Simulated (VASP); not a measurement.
# K (R-3m) in VASP: a series of runs

Runs on K. Level: PBE+D3(BJ). Tasks: single point.

Everything below comes from runs of VASP 6.6.1. Logs are shortened: lines on timing, memory, paths and dates and some standing lists are left out, and cuts for length are marked.

## Step 1: The cell of the first run

Symmetry: R-3m, No. 166, trigonal system. The conventional cell has a = 4.278 Å, b = 4.278 Å, c = 14.774 Å, α = 90.00°, β = 90.00°, γ = 120.00°. Within 5.6 Å of K (site symmetry -3m) lie 12 K at 4.28 to 5.51 Å.

## Step 2: Single point, PBE+D3(BJ)

INCAR reads:

```
PREC = Accurate ; ENCUT = 520
EDIFF = 1E-7 ; ISMEAR = 0
SIGMA = 0.15 ; LREAL = F
LASPH = T ; NELM = 100
ALGO = Normal ; ISIF = 2
LWAVE = F ; LCHARG = F
GGA = PE ; IVDW = 12
NBANDS = 10
```

KPOINTS reads:

```
regular mesh
0
Gamma
  14 14 14
```

POSCAR reads:

```
K
1.0
    0.8267847414      3.8516069662      3.8516069662
    3.8516069662      0.8267847414      3.8516069662
    3.8516069662      3.8516069662      0.8267847414
K
1
Direct
    0.0000000000      0.0000000000      0.0000000000
```

Potentials or basis: VASP PAW PBE potentials, release 64 (K_sv).

On the command line:

```console
$ cat potpaw_PBE.64/K_sv/POTCAR > POTCAR
$ mpirun -np 1 vasp_std > vasp.out
```

OUTCAR:

```text
PREC = Accurate
   ENCUT = 520
   EDIFF = 1E-7
   ISMEAR = 0
   LREAL = F
   LASPH = T
   NELM = 100
   ISIF = 2
   GGA = PE
   IVDW = 12
 IVDW          = 12

 ion  position               nearest neighbor table
   1  0.000  0.000  0.000-

  LATTYP: Found a trigonal (rhomboedric) cell.
 ALAT       =     5.5093852155
 COS(alpha) =     0.6985651702

  Lattice vectors:

 A1 = (   0.8267847414,   3.8516069662,   3.8516069662)
 A2 = (   3.8516069662,   0.8267847414,   3.8516069662)
 A3 = (   3.8516069662,   3.8516069662,   0.8267847414)

Analysis of symmetry for initial positions (statically):
=====================================================================
 Subroutine PRICEL returns:
 Original cell was already a primitive cell.

 Routine SETGRP: Setting up the symmetry group for a
 trigonal (rhombohedral) supercell.

 Subroutine GETGRP returns: Found 12 space group operations
 (whereof 12 operations were pure point group operations)
 out of a pool of 12 trial point group operations.

The static configuration has the point symmetry D_3d.

Analysis of symmetry for dynamics (positions and initial velocities):
=====================================================================
 Subroutine PRICEL returns:
 Original cell was already a primitive cell.

 Routine SETGRP: Setting up the symmetry group for a
 trigonal (rhombohedral) supercell.

 Subroutine GETGRP returns: Found 12 space group operations
 (whereof 12 operations were pure point group operations)
 out of a pool of 12 trial point group operations.

The dynamic configuration has the point symmetry D_3d.

 Subroutine INISYM returns: Found 12 space group operations
 (whereof 12 operations are pure point group operations),
 and found     1 'primitive' translations

----------------------------------------------------------------------------------------

                                     Primitive cell

  volume of cell :      78.0456

  direct lattice vectors                    reciprocal lattice vectors
     0.826784741  3.851606966  3.851606966    -0.181320857  0.149277085  0.149277085
     3.851606966  0.826784741  3.851606966     0.149277085 -0.181320857  0.149277085
     3.851606966  3.851606966  0.826784741     0.149277085  0.149277085 -0.181320857

  length of vectors
     5.509385216  5.509385216  5.509385216     0.278288607  0.278288607  0.278288607

[... 82 lines left out ...]
   IBRION =     -1    ionic relax: 0-MD 1-quasi-New 2-CG
   NFREE  =      0    steps in history (QN), initial steepest desc. (CG)
   ISIF   =      2    stress and relaxation
   ISYM   =      2    0-nonsym 1-usesym 2-fastsym
   POTIM  = 0.5000    time-step for ionic-motion
   TEBEG  =    0.0;   TEEND  =   0.0 temperature during run
   PSTRESS=    0.0 pullay stress
   NELECT =       9.0000    total number of electrons
   NUPDOWN=      -1.0000    fix difference up-down
   EMIN   =  10.00;   EMAX   =-10.00  energy-range for DOS
   EFERMI =   0.00;   METHOD = LEGACY
   ISMEAR =     0;   SIGMA  =   0.15  broadening in eV -4-tet -1-fermi 0-gaus
   EFERMI_NEDOS =   21; number of points for ismear=-14 and -15
   IALGO  =     38    algorithm
   IMIX   =      4    mixing-type and parameters
     AMIX     =   0.40;   BMIX     =  1.00
     AMIX_MAG =   1.60;   BMIX_MAG =  1.00
  volume/ion in A,a.u.               =      78.05       526.68
  Fermi-wavevector in a.u.,A,eV,Ry     =   0.796843  1.505815  8.639139  0.634959
  Thomas-Fermi vector in A             =   1.903445
   LORBIT       =      0    0 simple, 1 ext, 2 COOP (PROOUT), +10 PAW based schemes
   GGA     = PE    functional components
   LHFCALC =     F    Hartree Fock is set to
   AEXX    =    0.0000 exact exchange contribution
   IVDW    =    12    specifies the selected vdW correction
   LEPSILON=     F    determine dielectric tensor
   LRPA    =     F    only Hartree local field effects (RPA)
 non-spin polarized calculation
 Gauss-broadening in eV      SIGMA  =   0.15
  energy-cutoff  :      520.00
  volume of cell :       78.05
 maximum number of plane-waves:      2118
 NGX is ok and might be reduce to    42

 number of electron       9.0000000 magnetization

 Free energy of the ion-electron system (eV)
  ---------------------------------------------------
  ext. energy  EPLUGINS =         0.00000000
  ---------------------------------------------------
  free energy    TOTEN  =        -0.94826357 eV

  energy without entropy =       -0.93975168  energy(sigma->0) =       -0.94400763

 E-fermi :  -0.2030     XC(G=0):  -5.4807

 val. band max:       -0.2052049565   @ k =   0.5000   0.4286   0.4286
 cond. band min:      -0.1927557257   @ k =  -0.2857   0.1429   0.1429
 fundamental gap:      0.0124492308
 Fermi energy:        -0.2030103838

 k-point     1 :       0.0000    0.0000    0.0000
  band No.  band energies     occupation
      1     -32.4850      2.00000
      2     -15.9450      2.00000
      3     -15.9145      2.00000
      4     -15.9145      2.00000
      5      -2.3114      2.00000
      6       2.3471      0.00000
      7       4.1109      0.00000
      8       4.3135      0.00000
      9       4.3135      0.00000
     10       5.5711      0.00000
[... 287 lines left out ...]
 k-point    24 :       0.2857    0.1429    0.0000
  band No.  band energies     occupation
      1     -32.4804      2.00000
      2     -15.9760      2.00000
      3     -15.9395      2.00000
      4     -15.9332      2.00000
      5      -1.4175      2.00000
      6       2.2584      0.00000
      7       3.0798      0.00000
      8       4.0151      0.00000
      9       4.7850      0.00000
     10       5.0727      0.00000

 [... further k-points ...]

------------------------ aborting loop because EDIFF is reached ----------------------------------------

 Edisp (eV)   -0.10221

 E8    (eV) :    -0.0543

  FORCE on cell =-STRESS in cart. coord.  units (eV):
  Direction    XX          YY          ZZ          XY          YZ          ZX
  --------------------------------------------------------------------------------------
  -------------------------------------------------------------------------------------
  Total      -0.00593    -0.00593    -0.00593    -0.31379    -0.31379    -0.31379
  in kB      -0.12169    -0.12169    -0.12169    -6.44172    -6.44172    -6.44172
  external pressure =       -0.12 kB  Pullay stress =        0.00 kB

 VOLUME and BASIS-vectors are now :
 -----------------------------------------------------------------------------
  energy-cutoff  :      520.00
  volume of cell :       78.05
      direct lattice vectors                 reciprocal lattice vectors
     0.826784741  3.851606966  3.851606966    -0.181320857  0.149277085  0.149277085
     3.851606966  0.826784741  3.851606966     0.149277085 -0.181320857  0.149277085
     3.851606966  3.851606966  0.826784741     0.149277085  0.149277085 -0.181320857

 POSITION                                       TOTAL-FORCE (eV/Angst)
 -----------------------------------------------------------------------------------
      0.00000      0.00000      0.00000         0.000000     -0.000000      0.000000
 -----------------------------------------------------------------------------------
    total drift:                               -0.000000     -0.000000     -0.000000

  FREE ENERGIE OF THE ION-ELECTRON SYSTEM (eV)
  ---------------------------------------------------
  free  energy   TOTEN  =        -1.0504742151 eV

  energy  without entropy=       -1.0419623315  energy(sigma->0) =       -1.04621827
```

stdout:

```text
POSCAR found type information on POSCAR K
 POSCAR found :  1 types and       1 ions
 scaLAPACK will be used
 LDA part: xc-table for (Slater+PW92), standard interpolation
 POSCAR, INCAR and KPOINTS ok, starting setup
 FFT: planning ... GRIDC
 FFT: planning ... GRID_SOFT
 FFT: planning ... GRID
 WAVECAR not read
 entering main loop
```

Wall time 7.4 min (1 thread of AMD EPYC 7R43 (Zen 3), shared host); peak memory 0.37 GiB.

Results:

```yaml
Free_energy: -1.0505 eV
Pressure: 0.0 GPa
Dispersion_energy_per_atom: -0.102 eV
```

Caveat: pairwise dispersion overbinds metals, which lowers pressure and volume.

## Step 3: Single point, PBE+D3(BJ)

This run uses another cell than the first one, of the same volume but with other edges.

INCAR reads:

```
SYSTEM = K
ALGO = Normal
EDIFF = 1E-7
ENCUT = 520
GGA = PE
ISIF = 2
ISMEAR = 0
IVDW = 12
LASPH = .TRUE.
LCHARG = .FALSE.
LREAL = .FALSE.
LWAVE = .FALSE.
NBANDS = 10
NELM = 100
PREC = Accurate
SIGMA = 0.15
```

KPOINTS reads:

```
k-points
0
G
  14 14 14
  0 0 0
```

POSCAR reads:

```
K
1.0
   -1.0724026414      2.9491072639      2.9491072639
    2.9491072639     -1.0724026414      2.9491072639
    2.9491072639      2.9491072639     -1.0724026414
K
1
Direct
    0.0000000000      0.0000000000      0.0000000000
```

Potentials or basis: VASP PAW PBE potentials, release 64 (K_sv).

On the command line:

```console
$ cat potpaw_PBE.64/K_sv/POTCAR > POTCAR
$ mpirun -np 1 vasp_std > vasp.out
```

OUTCAR:

```text
SYSTEM = K
   EDIFF = 1E-7
   ENCUT = 520
   GGA = PE
   ISIF = 2
   ISMEAR = 0
   IVDW = 12
   LASPH = .TRUE.
   LREAL = .FALSE.
   NELM = 100
   PREC = Accurate
 IVDW          = 12

 ion  position               nearest neighbor table
   1  0.000  0.000  0.000-

  LATTYP: Found a trigonal (rhomboedric) cell.
 ALAT       =     4.3063342570
 COS(alpha) =     0.1279069768

  Lattice vectors:

 A1 = (  -1.0724026414,   2.9491072639,   2.9491072639)
[... 491 lines left out ...]
      9       4.9855      0.00000
     10       5.6194      0.00000

 [... further k-points ...]

------------------------ aborting loop because EDIFF is reached ----------------------------------------

 Edisp (eV)   -0.10275

 E8    (eV) :    -0.0546

  FORCE on cell =-STRESS in cart. coord.  units (eV):
  Direction    XX          YY          ZZ          XY          YZ          ZX
  --------------------------------------------------------------------------------------
  -------------------------------------------------------------------------------------
  Total      -0.11248    -0.11248    -0.11248     0.07846     0.07846     0.07846
  in kB      -2.30914    -2.30914    -2.30914     1.61075     1.61075     1.61075
  external pressure =       -2.31 kB  Pullay stress =        0.00 kB

 VOLUME and BASIS-vectors are now :
 -----------------------------------------------------------------------------
  energy-cutoff  :      520.00
  volume of cell :       78.05
      direct lattice vectors                 reciprocal lattice vectors
    -1.072402641  2.949107264  2.949107264    -0.096702208  0.151960613  0.151960613
     2.949107264 -1.072402641  2.949107264     0.151960613 -0.096702208  0.151960613
     2.949107264  2.949107264 -1.072402641     0.151960613  0.151960613 -0.096702208

 POSITION                                       TOTAL-FORCE (eV/Angst)
 -----------------------------------------------------------------------------------
      0.00000      0.00000      0.00000         0.000000     -0.000000      0.000000
 -----------------------------------------------------------------------------------
    total drift:                                0.000000      0.000000      0.000000

  FREE ENERGIE OF THE ION-ELECTRON SYSTEM (eV)
  ---------------------------------------------------
  free  energy   TOTEN  =        -1.0639449628 eV

  energy  without entropy=       -1.0549170954  energy(sigma->0) =       -1.05943103
```

OSZICAR:

```text
N       E                     dE             d eps       ncg     rms          rms(c)
DAV:   1     0.451151266101E+02    0.45115E+02   -0.35041E+03  5760   0.677E+02
DAV:   2     0.669076264134E+00   -0.44446E+02   -0.43862E+02  6174   0.189E+02
DAV:   3    -0.897414675519E+00   -0.15665E+01   -0.15598E+01  8840   0.283E+01
DAV:   4    -0.960609211794E+00   -0.63195E-01   -0.62952E-01  7876   0.473E+00
DAV:   5    -0.962243608571E+00   -0.16344E-02   -0.16339E-02  8828   0.556E-01    0.181E+00
DAV:   6    -0.961510573939E+00    0.73303E-03   -0.16910E-03  8740   0.261E-01    0.114E+00
DAV:   7    -0.961139989588E+00    0.37058E-03   -0.33601E-03  8430   0.353E-01    0.689E-02
DAV:   8    -0.961184191681E+00   -0.44202E-04   -0.21673E-04  7406   0.157E-01    0.282E-02
DAV:   9    -0.961194564107E+00   -0.10372E-04   -0.21209E-05  8750   0.335E-02    0.153E-02
DAV:  10    -0.961192206559E+00    0.23575E-05   -0.57720E-06  7624   0.196E-02    0.200E-03
DAV:  11    -0.961192135502E+00    0.71056E-07   -0.32766E-07  8088   0.340E-03
   1 F= -.10639450E+01 E0= -.10594310E+01  d E =-.902787E-02
```

stdout:

```text
POSCAR found type information on POSCAR K
 POSCAR found :  1 types and       1 ions
 scaLAPACK will be used
 LDA part: xc-table for (Slater+PW92), standard interpolation
 POSCAR, INCAR and KPOINTS ok, starting setup
 FFT: planning ... GRIDC
 FFT: planning ... GRID_SOFT
 FFT: planning ... GRID
 WAVECAR not read
 entering main loop
```

Run time: 2.6 min. Hardware: 1 thread of AMD EPYC 7R43 (Zen 3), shared host; peak memory 0.3 GiB.

Results:

```yaml
Free_energy: -1.0639 eV
Pressure: -0.2 GPa
Dispersion_energy_per_atom: -0.103 eV
```

Levels at points of the mesh, in eV from the Fermi level:
| k point | band 2 | band 3 | band 4 | band 5 | band 6 | band 7 | band 8 | band 9 |
| --- | --- | --- | --- | --- | --- | --- | --- | --- |
| (0.00, 0.00, 0.00) | -15.76 | -15.76 | -15.76 | -2.09 | 3.00 | 3.00 | 5.96 | 6.00 |
| (0.50, 0.00, 0.00) | -15.84 | -15.75 | -15.75 | -0.02 | 0.20 | 3.44 | 4.82 | 4.83 |
| (0.50, 0.50, 0.00) | -15.85 | -15.82 | -15.75 | 1.08 | 1.75 | 2.14 | 2.74 | 4.96 |
| (0.50, 0.50, 0.50) | -15.85 | -15.81 | -15.81 | 1.71 | 2.65 | 2.65 | 2.95 | 4.75 |

Caveat: pairwise dispersion overbinds metals, which lowers pressure and volume.
